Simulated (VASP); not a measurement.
# BaS (P1) in VASP: single point with PBEsol

Aim: the single point of BaS with PBEsol.

All numbers are computed with VASP 6.6.1; they aren't measurements. Logs are shortened: lines on timing, memory, paths and dates and some standing lists are left out, and cuts for length are marked.

### 1 The cell of the first run

The typed cell holds 16 atoms: a = 9.093 Å, b = 9.093 Å, c = 9.093 Å, α = 60.00°, β = 60.00°, γ = 60.00°.

### 2 Single point, PBEsol

Input file INCAR:

```
SYSTEM = BaS
PREC = Accurate
ENCUT = 520
EDIFF = 1E-6
ISMEAR = -1
SIGMA = 0.0689
LREAL = Auto
LASPH = .True.
NELM = 60
ALGO = Normal
ISIF = 2
LWAVE = .False.
LCHARG = .False.
GGA = PS
NBANDS = 78
```

Input file KPOINTS:

```
Automatic mesh
0
Gamma
  2 2 2
  0.5 0.5 0.5
```

Input file POSCAR:

```
BaS
1.0
   -6.4298025573     -6.4298025573      0.0000000000
    0.0000000000     -6.4298025573      6.4298025573
   -6.4298025573      0.0000000000      6.4298025573
Ba S
8 8
Direct
    0.4589708585      0.0169596187     -0.0079598090
   -0.0011029888      0.0078548291      0.0173092407
    0.4903440614      0.4946586573     -0.0151576194
    0.0220584534      0.4799914885      0.0112019769
    0.5025991811     -0.0074082368      0.4833979694
   -0.0050103405     -0.0017859802      0.5051362730
    0.5211144464      0.5088773677      0.4941028860
    0.0106372629      0.4981523883      0.5047074885
    0.7489368386      0.2637749736      0.2551582238
    0.2608433128      0.2298535588      0.2564543756
    0.7608805957      0.7505609942      0.2501697347
    0.2523652920      0.7522179658      0.2538978430
    0.7477632411      0.2396173111      0.7673933929
    0.2633555984      0.2713073200      0.7339170150
    0.7270715482      0.7358962360      0.7553282479
    0.2404495295      0.7683368122      0.7587853525
```

Potentials or basis: VASP PAW PBE potentials, release 64 (Ba_sv, S).

The run is started by

```
> cat potpaw_PBE.64/Ba_sv/POTCAR potpaw_PBE.64/S/POTCAR > POTCAR
> mpirun -np 1 vasp_std > vasp.out
```

OUTCAR:

```text
SYSTEM = BaS
   PREC = Accurate
   ENCUT = 520
   EDIFF = 1E-6
   ISMEAR = -1
   LREAL = Auto
   LASPH = .True.
   NELM = 60
   ISIF = 2
   GGA = PS

 ion  position               nearest neighbor table
   1  0.459  0.017  0.992-  14 2.94  12 3.05  10 3.10  13 3.31  15 3.34  11 3.61   4 4.11   2 4.11
                             6 4.45   3 4.46   7 4.53   5 4.55   5 4.57   7 4.62   3 4.65   6 4.66
   2  0.999  0.008  0.017-  12 3.15   9 3.18  11 3.19  16 3.20  13 3.23  14 3.40   1 4.11   4 4.37
                             6 4.38   5 4.39   8 4.54   3 4.54   8 4.56   3 4.59   6 4.72   4 4.73
   3  0.490  0.495  0.985-  13 3.05  15 3.07  16 3.08  10 3.19  12 3.39   9 3.41   4 4.21   7 4.27
                             1 4.46   2 4.54   5 4.54   5 4.55   8 4.56   8 4.56   2 4.59   1 4.65
   4  0.022  0.480  0.011-  10 3.11  14 3.14   9 3.16  16 3.27  11 3.28  15 3.55   1 4.11   3 4.21
                             2 4.37   6 4.44   7 4.48   8 4.52   8 4.58   7 4.62   6 4.66   2 4.73
   5  0.503  0.993  0.483-  10 3.01  11 3.06  16 3.15  15 3.20   9 3.34  14 3.41   7 4.27   2 4.39
                             6 4.50   8 4.54   3 4.54   1 4.55   3 4.55   8 4.57   1 4.57   6 4.61
   6  0.995  0.998  0.505-   9 3.19  12 3.20  10 3.20  16 3.21  13 3.24  15 3.41   2 4.38   4 4.44
                             1 4.45   8 4.48   7 4.48   5 4.50   5 4.61   8 4.62   7 4.62   4 4.66
   7  0.521  0.509  0.494-  11 3.10   9 3.12  14 3.19  13 3.23  12 3.28  16 3.37   3 4.27   5 4.27
                             8 4.45   4 4.48   6 4.48   1 4.53   6 4.62   1 4.62   4 4.62   8 4.64
   8  0.011  0.498  0.505-  14 3.10  15 3.16  12 3.19  11 3.24  10 3.32  13 3.35   7 4.45   6 4.48
                             4 4.52   2 4.54   5 4.54   3 4.56   3 4.56   2 4.56   5 4.57   4 4.58
   9  0.749  0.264  0.255-   7 3.12   4 3.16   2 3.18   6 3.19   5 3.34   3 3.41
  10  0.261  0.230  0.256-   5 3.01   1 3.10   4 3.11   3 3.19   6 3.20   8 3.32
  11  0.761  0.751  0.250-   5 3.06   7 3.10   2 3.19   8 3.24   4 3.28   1 3.61
  12  0.252  0.752  0.254-   1 3.05   2 3.15   8 3.19   6 3.20   7 3.28   3 3.39
  13  0.748  0.240  0.767-   3 3.05   2 3.23   7 3.23   6 3.24   1 3.31   8 3.35
  14  0.263  0.271  0.734-   1 2.94   8 3.10   4 3.14   7 3.19   2 3.40   5 3.41
  15  0.727  0.736  0.755-   3 3.07   8 3.16   5 3.20   1 3.34   6 3.41   4 3.55
  16  0.240  0.768  0.759-   3 3.08   5 3.15   2 3.20   6 3.21   4 3.27   7 3.37

  LATTYP: Found a face centered cubic cell.
 ALAT       =    12.8596051146

  Lattice vectors:

 A1 = (  -6.4298025573,  -6.4298025573,   0.0000000000)
 A2 = (   0.0000000000,  -6.4298025573,   6.4298025573)
 A3 = (  -6.4298025573,   0.0000000000,   6.4298025573)

Analysis of symmetry for initial positions (statically):
=====================================================================
 Subroutine PRICEL returns:
 Original cell was already a primitive cell.

 Routine SETGRP: Setting up the symmetry group for a
 face centered cubic supercell.

 Subroutine GETGRP returns: Found  1 space group operations
 (whereof  1 operations were pure point group operations)
 out of a pool of 48 trial point group operations.

The static configuration has the point symmetry C_1 .

Analysis of symmetry for dynamics (positions and initial velocities):
=====================================================================
 Subroutine PRICEL returns:
 Original cell was already a primitive cell.

 Routine SETGRP: Setting up the symmetry group for a
 face centered cubic supercell.

 Subroutine GETGRP returns: Found  1 space group operations
 (whereof  1 operations were pure point group operations)
 out of a pool of 48 trial point group operations.

The dynamic configuration has the point symmetry C_1 .

 Subroutine INISYM returns: Found  1 space group operations
 (whereof  1 operations are pure point group operations),
 and found     1 'primitive' translations

----------------------------------------------------------------------------------------

                                     Primitive cell

  volume of cell :     531.6464

  direct lattice vectors                    reciprocal lattice vectors
    -6.429802557 -6.429802557  0.000000000    -0.077762885 -0.077762885 -0.077762885
     0.000000000 -6.429802557  6.429802557     0.077762885 -0.077762885  0.077762885
    -6.429802557  0.000000000  6.429802557    -0.077762885  0.077762885  0.077762885

  length of vectors
     9.093113980  9.093113980  9.093113980     0.134689269  0.134689269  0.134689269

  position of ions in fractional coordinates (direct lattice)
     0.458970859  0.016959619  0.992040191
     0.998897011  0.007854829  0.017309241
     0.490344061  0.494658657  0.984842381
[... 42 lines left out ...]

  Cartesian coordinates                     Fractional coordinates (reciprocal lattice)
    -0.038881443 -0.038881443 -0.038881443     0.500000000  0.000000000  0.000000000
     0.038881443 -0.038881443  0.038881443     0.000000000  0.500000000  0.000000000
    -0.038881443  0.038881443  0.038881443     0.000000000  0.000000000  0.500000000

  Length of vectors
     0.067344634  0.067344634  0.067344634

  Shift w.r.t. Gamma in fractional coordinates (k-lattice)
     0.500000000  0.500000000  0.500000000

 Subroutine IBZKPT returns following result:
 ===========================================

 Found     16 irreducible k-points:

 Following reciprocal coordinates:
            Coordinates               Weight
  0.250000  0.250000  0.250000      2.000000
  0.250000  0.000000  0.000000      2.000000
  0.000000  0.000000 -0.250000      2.000000
  0.000000  0.250000  0.000000      2.000000
 -0.250000  0.250000  0.250000      2.000000
  0.250000 -0.250000  0.250000      2.000000
[... 8 lines left out ...]
  0.000000  0.250000  0.500000      2.000000
  0.500000  0.250000  0.000000      2.000000
   k-points           NKPTS =     16   k-points in BZ     NKDIM =     16   number of bands    NBANDS=     78
   number of dos      NEDOS =    301   number of ions     NIONS =     16
   total plane-waves  NPLWV = 343000
   dimension x,y,z NGX =    70 NGY =   70 NGZ =   70
   dimension x,y,z NGXF=   140 NGYF=  140 NGZF=  140
   ions per type =               8   8
   NGX,Y,Z   is equivalent  to a cutoff of  12.80, 12.80, 12.80 a.u.
   NGXF,Y,Z  is equivalent  to a cutoff of  25.60, 25.60, 25.60 a.u.
 SYSTEM =  BaS
   PREC   = accura    normal or accurate (medium, high low for compatibility)
   ISTART =      0    job   : 0-new  1-cont  2-samecut
   ICHARG =      2    charge: 1-file 2-atom 10-const
   ISPIN  =      1    spin polarized calculation?
   LNONCOLLINEAR =      F non collinear calculations
   LSORBIT =      F    spin-orbit coupling
   LASPH  =      T    aspherical Exc in radial PAW
   ENCUT  =  520.0 eV  38.22 Ry    6.18 a.u.  16.91 16.91 16.91*2*pi/ulx,y,z
   NELM   =     60;   NELMIN=  2; NELMDL= -5     # of ELM steps
   EDIFF  = 0.1E-05   stopping-criterion for ELM
   LREAL  =      T    real-space projection
   EDIFFG = 0.1E-04   stopping-criterion for IOM
   NSW    =      0    number of steps for IOM
   IBRION =     -1    ionic relax: 0-MD 1-quasi-New 2-CG
   NFREE  =      0    steps in history (QN), initial steepest desc. (CG)
   ISIF   =      2    stress and relaxation
   ISYM   =      2    0-nonsym 1-usesym 2-fastsym
   POTIM  = 0.5000    time-step for ionic-motion
   TEBEG  =    0.0;   TEEND  =   0.0 temperature during run
   PSTRESS=    0.0 pullay stress
   NELECT =     128.0000    total number of electrons
   NUPDOWN=      -1.0000    fix difference up-down
   EMIN   =  10.00;   EMAX   =-10.00  energy-range for DOS
   EFERMI =   0.00;   METHOD = LEGACY
   ISMEAR =    -1;   SIGMA  =   0.07  broadening in eV -4-tet -1-fermi 0-gaus
   EFERMI_NEDOS =   21; number of points for ismear=-14 and -15
   IALGO  =     38    algorithm
   IMIX   =      4    mixing-type and parameters
     AMIX     =   0.40;   BMIX     =  1.00
     AMIX_MAG =   1.60;   BMIX_MAG =  1.00
  volume/ion in A,a.u.               =      33.23       224.23
  Fermi-wavevector in a.u.,A,eV,Ry     =   1.018444  1.924580 14.112348  1.037228
  Thomas-Fermi vector in A             =   2.151902
   LORBIT       =      0    0 simple, 1 ext, 2 COOP (PROOUT), +10 PAW based schemes
   GGA     = PS    functional components
   LHFCALC =     F    Hartree Fock is set to
   AEXX    =    0.0000 exact exchange contribution
   IVDW    =     0    specifies the selected vdW correction
   LEPSILON=     F    determine dielectric tensor
   LRPA    =     F    only Hartree local field effects (RPA)
 non-spin polarized calculation
  energy-cutoff  :      520.00
  volume of cell :      531.65
 maximum number of plane-waves:     14323
 NGX is ok and might be reduce to    70
   NGX = 33   NGY = 33   NGZ = 33

 number of electron     128.0000000 magnetization

 Free energy of the ion-electron system (eV)
  ---------------------------------------------------
  ext. energy  EPLUGINS =         0.00000000
  ---------------------------------------------------
  free energy    TOTEN  =       -84.84348075 eV

  energy without entropy =      -84.84348069  energy(sigma->0) =      -84.84348072

 E-fermi :   2.3833     XC(G=0):  -8.7302

 val. band max:        1.1338827703   @ k =   0.2500   0.0000   0.0000
 cond. band min:       3.5753825330   @ k =   0.0000   0.0000  -0.2500
 fundamental gap:      2.4414997627
 Fermi energy:         2.3832564608

 k-point     1 :       0.2500    0.2500    0.2500
  band No.  band energies     occupation
      1     -24.9896      2.00000
      2     -24.9193      2.00000
      3     -24.8923      2.00000
      4     -24.8491      2.00000
      5     -24.8112      2.00000
      6     -24.7826      2.00000
[... 1253 lines left out ...]
     75       6.0330      0.00000
     76       6.1468      0.00000
 [bands above 76 left out]

------------------------ aborting loop because EDIFF is reached ----------------------------------------

  FORCE on cell =-STRESS in cart. coord.  units (eV):
  Direction    XX          YY          ZZ          XY          YZ          ZX
  --------------------------------------------------------------------------------------
  -------------------------------------------------------------------------------------
  Total       -1.1278225     -3.2832242     -3.3162407     -0.1925140      0.0835420      0.1544334
  in kB       -3.3988221     -9.8943714     -9.9938706     -0.5801629      0.2517633      0.4654028
  external PRESSURE =      -7.7623547 kB  Pullay stress =       0.0000000 kB

 VOLUME and BASIS-vectors are now :
 -----------------------------------------------------------------------------
  energy-cutoff  :      520.00
  volume of cell :      531.65
      direct lattice vectors                 reciprocal lattice vectors
    -6.429802557 -6.429802557  0.000000000    -0.077762885 -0.077762885 -0.077762885
     0.000000000 -6.429802557  6.429802557     0.077762885 -0.077762885  0.077762885
    -6.429802557  0.000000000  6.429802557    -0.077762885  0.077762885  0.077762885

 POSITION                                       TOTAL-FORCE (eV/Angst)
 -----------------------------------------------------------------------------------
     -9.32971     -3.06014      6.48767        -1.214729     -0.507867     -0.794952
     -6.53401     -6.47322      0.16180         0.487501      0.272006     -0.356891
     -9.48516     -6.33337      9.51290        -0.622296     -0.363920      0.510256
     -0.21386     -3.22808      3.15828         0.911093     -0.063227      0.567046
     -6.33977     -9.61378      9.49032        -0.530405     -0.244713      0.451506
     -9.64551    -12.81591      9.66625        -0.207535      0.368472      0.252538
[... 8 lines left out ...]
     -9.53154     -9.40659      9.58828        -0.197210     -0.537225      0.052587
     -6.42488     -6.48630      9.81909         0.116710      0.178017     -0.264515
 -----------------------------------------------------------------------------------
    total drift:                               -0.002244     -0.003084     -0.002597

  FREE ENERGIE OF THE ION-ELECTRON SYSTEM (eV)
  ---------------------------------------------------
  free  energy   TOTEN  =       -84.8434807468 eV

  energy  without entropy=      -84.8434806927  energy(sigma->0) =      -84.84348072
```

Run time: 21 min. Hardware: 1 thread of Intel Xeon Platinum 8259CL at 2.50GHz (Skylake/Cascade Lake), shared host; peak memory 0.9 GiB.

Results:

```yaml
Free_energy: -84.8435 eV
Pressure: -0.8 GPa
Largest_force: 1.538 eV/Å
Band_gap_on_the_k_mesh: 2.44 eV
```

Forces in eV/Å, atoms in the order of the input:
```
Ba  -1.215 -0.508 -0.795
Ba   0.488  0.272 -0.357
Ba  -0.622 -0.364  0.510
Ba   0.911 -0.063  0.567
Ba  -0.530 -0.245  0.452
Ba  -0.208  0.368  0.253
Ba   0.291  0.269 -0.102
Ba   0.156  0.139  0.091
S   -0.064  0.088 -0.250
S    0.484  0.102  0.257
S   -0.039 -0.106 -0.215
S    0.004  0.250  0.049
S    0.170 -0.142 -0.247
S    0.255  0.298 -0.001
S   -0.197 -0.537  0.053
S    0.117  0.178 -0.265
```

Caveat: the atoms stand as in a frame of molecular dynamics; the PAW data sets were made with another functional, which shifts forces and pressure a little; spin-orbit coupling is left out, which moves the levels of the heavy elements; a shifted mesh leaves out Γ, where band edges can lie. A k mesh can miss the band edges.
